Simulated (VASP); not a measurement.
# GaSnH3 (P4/mmm) in VASP: a series of runs

Runs on GaSnH3. Level: PBE. Tasks: relaxation of cell and atoms, single point.

All numbers are computed with VASP 6.6.1; they aren't measurements. Logs are shortened: lines on timing, memory, paths and dates and some standing lists are left out, and cuts for length are marked.

## 1. The cell of the first run

It takes space group P4/mmm (No. 123, tetragonal). Conventional cell: a = 3.900 Å, b = 3.900 Å, c = 5.599 Å, α = 90.00°, β = 90.00°, γ = 90.00°. Within 2.6 Å of Ga (site symmetry 4/mmm) lie 4 H at 1.95 Å. Within 3.7 Å of Sn (site symmetry 4/mmm) lie 10 H at 2.80 to 3.41 Å. H (site symmetry mmm) has 2 Ga at 1.95 Å and 2 H at 1.95 Å within 2.6 Å. Within 2.6 Å of H (site symmetry 4/mmm) lie 4 H at 1.95 Å.

The cell was generated, and may not be a known phase.

## 2. Relaxation of cell and atoms, PBE

Input file INCAR:

```
ALGO = Normal ; EDIFF = 1E-6
EDIFFG = -0.04 ; ENCUT = 600
GGA = PE ; IBRION = 2
ISIF = 3 ; ISMEAR = 0
LASPH = T ; LCHARG = F
LREAL = F ; LWAVE = F
NELM = 60 ; NSW = 90
PREC = Accurate ; SIGMA = 0.1
```

Input file KPOINTS:

```
k-points
0
Gamma
  4 4 4
```

Input file POSCAR:

```
GaSnH3
1.0
    3.8998398200      0.0000000000      0.0000000000
    0.0000000000      3.8998398200      0.0000000000
    0.0000000000      0.0000000000      5.5988364000
Ga Sn H
1 1 3
Direct
    0.5000000000      0.5000000000      0.5000000000
    0.0000000000      0.0000000000      0.0000000000
    0.0000000000      0.5000000000      0.5000000000
    0.5000000000      0.0000000000      0.5000000000
    0.0000000000      0.0000000000      0.5000000000
```

Potentials or basis: VASP PAW PBE potentials, release 64 (Ga_d, Sn_d, H).

Started as:

```sh
$ cat potpaw_PBE.64/Ga_d/POTCAR potpaw_PBE.64/Sn_d/POTCAR potpaw_PBE.64/H/POTCAR > POTCAR
$ mpirun -np 1 vasp_std > vasp.out
```

OUTCAR:

```text
EDIFF = 1E-6
   EDIFFG = -0.04
   ENCUT = 600
   GGA = PE
   IBRION = 2
   ISIF = 3
   ISMEAR = 0
   LASPH = T
   LREAL = F
   NELM = 60
   NSW = 90
   PREC = Accurate

 ion  position               nearest neighbor table
   1  0.500  0.500  0.500-
   2  0.000  0.000  0.000-
   3  0.000  0.500  0.500-
   4  0.500  0.000  0.500-
   5  0.000  0.000  0.500-

  LATTYP: Found a simple tetragonal cell.
 ALAT       =     3.8998398200
 C/A-ratio  =     1.4356580420

  Lattice vectors:

 A1 = (   3.8998398200,   0.0000000000,   0.0000000000)
 A2 = (   0.0000000000,   3.8998398200,   0.0000000000)
 A3 = (   0.0000000000,   0.0000000000,   5.5988364000)

Analysis of symmetry for initial positions (statically):
=====================================================================
 Subroutine PRICEL returns:
 Original cell was already a primitive cell.

 Routine SETGRP: Setting up the symmetry group for a
 simple tetragonal supercell.

 Subroutine GETGRP returns: Found 16 space group operations
 (whereof 16 operations were pure point group operations)
 out of a pool of 16 trial point group operations.

The static configuration has the point symmetry D_4h.

Analysis of symmetry for dynamics (positions and initial velocities):
=====================================================================
 Subroutine PRICEL returns:
 Original cell was already a primitive cell.

 Routine SETGRP: Setting up the symmetry group for a
 simple tetragonal supercell.

 Subroutine GETGRP returns: Found 16 space group operations
 (whereof 16 operations were pure point group operations)
 out of a pool of 16 trial point group operations.

The dynamic configuration has the point symmetry D_4h.

 Subroutine INISYM returns: Found 16 space group operations
 (whereof 16 operations are pure point group operations),
 and found     1 'primitive' translations

----------------------------------------------------------------------------------------

                                     Primitive cell

  volume of cell :      85.1513

  direct lattice vectors                    reciprocal lattice vectors
     3.899839820  0.000000000  0.000000000     0.256420788  0.000000000  0.000000000
     0.000000000  3.899839820  0.000000000     0.000000000  0.256420788  0.000000000
     0.000000000  0.000000000  5.598836400     0.000000000  0.000000000  0.178608541

  length of vectors
     3.899839820  3.899839820  5.598836400     0.256420788  0.256420788  0.178608541

  position of ions in fractional coordinates (direct lattice)
     0.500000000  0.500000000  0.500000000
     0.000000000  0.000000000  0.000000000
     0.000000000  0.500000000  0.500000000
     0.500000000  0.000000000  0.500000000
     0.000000000  0.000000000  0.500000000

  ion indices of the primitive-cell ions
   primitive index   ion index
                 1           1
                 2           2
                 3           3
                 4           4
                 5           5

----------------------------------------------------------------------------------------

 KPOINTS: k-points

Automatic generation of k-mesh.
 Grid dimensions read from file:
 generate k-points for:    4    4    4

 Generating k-lattice:

  Cartesian coordinates                     Fractional coordinates (reciprocal lattice)
     0.064105197  0.000000000  0.000000000     0.250000000  0.000000000  0.000000000
     0.000000000  0.064105197  0.000000000     0.000000000  0.250000000  0.000000000
     0.000000000  0.000000000  0.044652135     0.000000000  0.000000000  0.250000000

  Length of vectors
     0.064105197  0.064105197  0.044652135

  Shift w.r.t. Gamma in fractional coordinates (k-lattice)
     0.000000000  0.000000000  0.000000000

 Subroutine IBZKPT returns following result:
 ===========================================

 Found     18 irreducible k-points:

 Following reciprocal coordinates:
            Coordinates               Weight
  0.000000  0.000000  0.000000      1.000000
  0.250000  0.000000  0.000000      4.000000
  0.500000  0.000000  0.000000      2.000000
  0.250000  0.250000  0.000000      4.000000
  0.500000  0.250000  0.000000      4.000000
  0.500000  0.500000  0.000000      1.000000
[... 10 lines left out ...]
  0.500000  0.250000  0.500000      4.000000
  0.500000  0.500000  0.500000      1.000000
   k-points           NKPTS =     18   k-points in BZ     NKDIM =     18   number of bands    NBANDS=     19
   number of dos      NEDOS =    301   number of ions     NIONS =      5
   total plane-waves  NPLWV =  49152
   dimension x,y,z NGX =    32 NGY =   32 NGZ =   48
   dimension x,y,z NGXF=    64 NGYF=   64 NGZF=   96
   ions per type =               1   1   3
   NGX,Y,Z   is equivalent  to a cutoff of  13.64, 13.64, 14.25 a.u.
   NGXF,Y,Z  is equivalent  to a cutoff of  27.28, 27.28, 28.51 a.u.
 SYSTEM =  unknown system
   PREC   = accura    normal or accurate (medium, high low for compatibility)
   ISTART =      0    job   : 0-new  1-cont  2-samecut
   ICHARG =      2    charge: 1-file 2-atom 10-const
   ISPIN  =      1    spin polarized calculation?
   LNONCOLLINEAR =      F non collinear calculations
   LSORBIT =      F    spin-orbit coupling
   LASPH  =      T    aspherical Exc in radial PAW
   ENCUT  =  600.0 eV  44.10 Ry    6.64 a.u.   7.79  7.79 11.18*2*pi/ulx,y,z
   NELM   =     60;   NELMIN=  2; NELMDL= -5     # of ELM steps
   EDIFF  = 0.1E-05   stopping-criterion for ELM
   LREAL  =      F    real-space projection
   EDIFFG = -.4E-01   stopping-criterion for IOM
   NSW    =     90    number of steps for IOM
   IBRION =      2    ionic relax: 0-MD 1-quasi-New 2-CG
   NFREE  =      1    steps in history (QN), initial steepest desc. (CG)
   ISIF   =      3    stress and relaxation
   ISYM   =      2    0-nonsym 1-usesym 2-fastsym
   POTIM  = 0.5000    time-step for ionic-motion
   TEBEG  =    0.0;   TEEND  =   0.0 temperature during run
   PSTRESS=    0.0 pullay stress
   NELECT =      30.0000    total number of electrons
   NUPDOWN=      -1.0000    fix difference up-down
   EMIN   =  10.00;   EMAX   =-10.00  energy-range for DOS
   EFERMI =   0.00;   METHOD = LEGACY
   ISMEAR =     0;   SIGMA  =   0.10  broadening in eV -4-tet -1-fermi 0-gaus
   EFERMI_NEDOS =   21; number of points for ismear=-14 and -15
   IALGO  =     38    algorithm
   IMIX   =      4    mixing-type and parameters
     AMIX     =   0.40;   BMIX     =  1.00
     AMIX_MAG =   1.60;   BMIX_MAG =  1.00
  volume/ion in A,a.u.               =      17.03       114.93
  Fermi-wavevector in a.u.,A,eV,Ry     =   1.156249  2.184994 18.189798  1.336912
  Thomas-Fermi vector in A             =   2.292871
   LORBIT       =      0    0 simple, 1 ext, 2 COOP (PROOUT), +10 PAW based schemes
   GGA     = PE    functional components
   LHFCALC =     F    Hartree Fock is set to
   AEXX    =    0.0000 exact exchange contribution
   IVDW    =     0    specifies the selected vdW correction
   LEPSILON=     F    determine dielectric tensor
   LRPA    =     F    only Hartree local field effects (RPA)
 conjugate gradient relaxation of ions
 non-spin polarized calculation
 Gauss-broadening in eV      SIGMA  =   0.10
  energy-cutoff  :      600.00
  volume of cell :       85.15
 maximum number of plane-waves:      2864
 NGX is ok and might be reduce to    32
   NGX = 15   NGY = 15   NGZ = 23

--------------------------------------- Ionic step        1  -------------------------------------------

 number of electron      29.9999984 magnetization

 Free energy of the ion-electron system (eV)
  ---------------------------------------------------
  ext. energy  EPLUGINS =         0.00000000
  ---------------------------------------------------
  free energy    TOTEN  =       -12.88231207 eV

  energy without entropy =      -12.87287817  energy(sigma->0) =      -12.87759512

------------------------ aborting loop because EDIFF is reached ----------------------------------------

  FORCE on cell =-STRESS in cart. coord.  units (eV):
  Direction    XX          YY          ZZ          XY          YZ          ZX
  --------------------------------------------------------------------------------------
  -------------------------------------------------------------------------------------
  Total       -3.6799642     -3.6799642     -4.4981993      0.0000000     -0.0000000      0.0000000
  in kB      -69.2409252    -69.2409252    -84.6365522      0.0000000     -0.0000000      0.0000000
  external PRESSURE =     -74.3728008 kB  Pullay stress =       0.0000000 kB
[... 26 lines left out ...]
--------------------------------------- Ionic step        2  -------------------------------------------

 number of electron      29.9999994 magnetization

 E-fermi :   3.4531     XC(G=0):  -9.1809

 val. band max:        3.3534803802   @ k =   0.0000   0.0000   0.0000
 cond. band min:       3.4585776967   @ k =   0.5000   0.0000   0.0000
 fundamental gap:      0.1050973165
 Fermi energy:         3.4530746336

 k-point     1 :       0.0000    0.0000    0.0000
  band No.  band energies     occupation
      1     -18.4424      2.00000
      2     -18.4283      2.00000
      3     -18.4094      2.00000
      4     -18.4094      2.00000
      5     -18.3921      2.00000
      6     -11.3102      2.00000
[... 456 lines left out ...]
  FREE ENERGIE OF THE ION-ELECTRON SYSTEM (eV)
  ---------------------------------------------------
  free  energy   TOTEN  =       -13.5292039510 eV

  energy  without entropy=      -13.5234353898  energy(sigma->0) =      -13.52631967

 E-fermi :   5.0503     XC(G=0):  -9.9540

 val. band max:        5.0125620884   @ k =   0.0000   0.0000   0.0000
 cond. band min:       5.0950059150   @ k =   0.2500   0.2500   0.5000
 fundamental gap:      0.0824438265
 Fermi energy:         5.0503011298

 k-point     1 :       0.0000    0.0000    0.0000
  band No.  band energies     occupation
      1     -16.8420      2.00000
      2     -16.8113      2.00000
      3     -16.7725      2.00000
      4     -16.7725      2.00000
      5     -16.7504      2.00000
      6     -10.0144      2.00000
[... 373 lines left out ...]
      6      -9.8424      2.00000
[... 11 lines left out ...]
     18       5.7166      0.00000
     19      10.6826      0.00000

[... ionic steps 4 to 10 ...]

--------------------------------------- Ionic step       11  -------------------------------------------

 number of electron      29.9999994 magnetization

------------------------ aborting loop because EDIFF is reached ----------------------------------------
[... 73 lines left out ...]
--------------------------------------- Ionic step       13  -------------------------------------------

 number of electron      29.9999994 magnetization

 Free energy of the ion-electron system (eV)
  ---------------------------------------------------
  ext. energy  EPLUGINS =         0.00000000
  ---------------------------------------------------
  free energy    TOTEN  =       -13.89692461 eV

  energy without entropy =      -13.89239019  energy(sigma->0) =      -13.89465740

 E-fermi :   5.5414     XC(G=0): -10.2261

 val. band max:        5.4611274500   @ k =   0.5000   0.5000   0.5000
 cond. band min:       5.6174118317   @ k =   0.2500   0.0000   0.2500
 fundamental gap:      0.1562843816
 Fermi energy:         5.5414038494

 k-point     1 :       0.0000    0.0000    0.0000
  band No.  band energies     occupation
      1     -16.3191      2.00000
      2     -16.2696      2.00000
      3     -16.2338      2.00000
      4     -16.2018      2.00000
      5     -16.2018      2.00000
      6      -9.6565      2.00000
[... 417 lines left out ...]
  FREE ENERGIE OF THE ION-ELECTRON SYSTEM (eV)
  ---------------------------------------------------
  free  energy   TOTEN  =       -13.8969246078 eV

  energy  without entropy=      -13.8923901937  energy(sigma->0) =      -13.89465740

 reached required accuracy - stopping structural energy minimisation
```

It took 3.5 min on 1 thread of Oxide Virtual Turin-like, shared host; peak memory 0.21 GiB.

Results:

- Free energy: -13.8969 eV
- Relaxed volume: 11.98 Å³/atom
- Relaxed cell: a = 3.753 Å, b = 3.753 Å, c = 4.253 Å, α = 90.00°, β = 90.00°, γ = 90.00°
- Space group after relaxing (to 0.1 Å): P4/mmm (No. 123)
- Energy gained by relaxing: 202.9 meV/atom
- Ionic steps: 13
- Pressure after relaxing: -0.1 GPa
- Band gap on the k mesh: zero (bands 15 and 16 overlap by 3.89 eV)

The path:
```tsv
step	energy change (eV)	largest force (eV/Å)	pressure (GPa)	volume (Å³)
1	0.0000	0.0000	-7.44	85.15
2	-0.3971	0.0000	-5.65	75.77
3	-0.6469	0.0000	-1.66	66.27
4	-0.6670	0.0000	1.02	62.47
5	-0.6680	0.0000	0.34	63.28
6	-0.7668	0.0000	0.57	62.00
7	-0.9884	0.0000	2.34	57.73
8	-0.9420	0.0000	4.18	55.93
9	-0.9920	0.0000	2.72	57.31
10	-1.0073	0.0000	-0.71	60.56
11	-1.0131	0.0000	0.42	59.40
12	-1.0131	0.0000	0.30	59.45
13	-1.0146	0.0000	-0.11	59.92
```

Final structure:
```xyz
5
Lattice="3.7534 0.0000 0.0000 0.0000 3.7534 0.0000 0.0000 0.0000 4.2533" Properties=species:S:1:pos:R:3 pbc="T T T"
Ga    1.8767    1.8767    2.1267
Sn    3.7534    0.0000    0.0000
H     3.7534    1.8767    2.1267
H     1.8767    0.0000    2.1267
H     3.7534    0.0000    2.1267
```

Caveat: the k points lie up to 0.42 Å⁻¹ apart in the final cell, too coarse for converged energies and pressures of a metal; the volume moved by over 15 % at a fixed basis, so the end points are rough; spin-orbit coupling is left out, which moves the levels of the heavy elements.

(Continued in part 2 of 2.)

The gap in the log of VASP goes by the Fermi energy; the results here count the filled bands.